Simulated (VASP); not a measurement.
Wanted: the native input for a VASP 6.6.1 run.

```
Task                   : single point
Functional             : r2SCAN
Potentials or basis    : VASP PAW PBE potentials, release 64 (Si)
Cutoff                 : 520 eV
k mesh                 : 24 × 24 × 14
Occupations            : gaussian, width 0.15 eV
Spin                   : no spin polarisation
Dipole correction      : no
Further INCAR settings : ALGO = Normal; EDIFF = 1e-06; NBANDS = 11
```

Crystal: Si.

```xyz
2
Lattice="2.6788 0.0000 0.0000 -1.3394 2.3199 0.0000 0.0000 0.0000 4.6898" Properties=species:S:1:pos:R:3 pbc="T T T"
Si    0.0000    1.5466    1.1724
Si    1.3394    0.7733    3.5173
```

This cell differs from its parent crystal: strain +0.015 along x and y, +0.030 along z.

These files were run (other wordings do the same):

POSCAR

```
Si
1.0
    2.6787827946      0.0000000000      0.0000000000
   -1.3393913973      2.3198939513      0.0000000000
    0.0000000000      0.0000000000      4.6897522617
Si
2
Direct
    0.3333333333      0.6666666667      0.2500000000
    0.6666666667      0.3333333333      0.7500000000
```

INCAR.step1

```
SYSTEM = Si
PREC = Accurate
ENCUT = 520
ISMEAR = 0
SIGMA = 0.15
LREAL = .FALSE.
LASPH = .TRUE.
NELM = 60
NBANDS = 11
GGA = PE
ALGO = Normal
EDIFF = 1E-4
LWAVE = .TRUE.
LCHARG = .FALSE.
```

INCAR.step2

```
SYSTEM = Si
PREC = Accurate
ENCUT = 520
EDIFF = 1E-6
ISMEAR = 0
SIGMA = 0.15
LREAL = .FALSE.
LASPH = .TRUE.
NELM = 60
ALGO = Normal
ISIF = 2
LWAVE = .FALSE.
LCHARG = .FALSE.
METAGGA = R2SCAN
LMIXTAU = .TRUE.
NBANDS = 11
ISTART = 1
```

KPOINTS

```
regular mesh
0
G
  24 24 14
  0 0 0
```

Potentials or basis: VASP PAW PBE potentials, release 64 (Si).

Command:

```bash
$ cat potpaw_PBE.64/Si/POTCAR > POTCAR
$ cp INCAR.step1 INCAR
$ mpirun -np 1 vasp_std > vasp.out
$ cp INCAR.step2 INCAR
$ mpirun -np 1 vasp_std > vasp.out
```

Results of the run:

The pressure is -4.5 GPa and the band gap on the k mesh is zero (bands 4 and 5 overlap by 13.79 eV).

Caveat: the cell differs from its parent crystal (strain +0.015 along x and y, +0.030 along z); the cell stands under tension; the PAW data sets were made with another functional, which shifts forces and pressure a little.

Wall time 3.5 min on 1 thread of Intel(R) Xeon(R) Platinum 8488C (Sapphire Rapids) (shared host), peak memory 0.23 GiB.
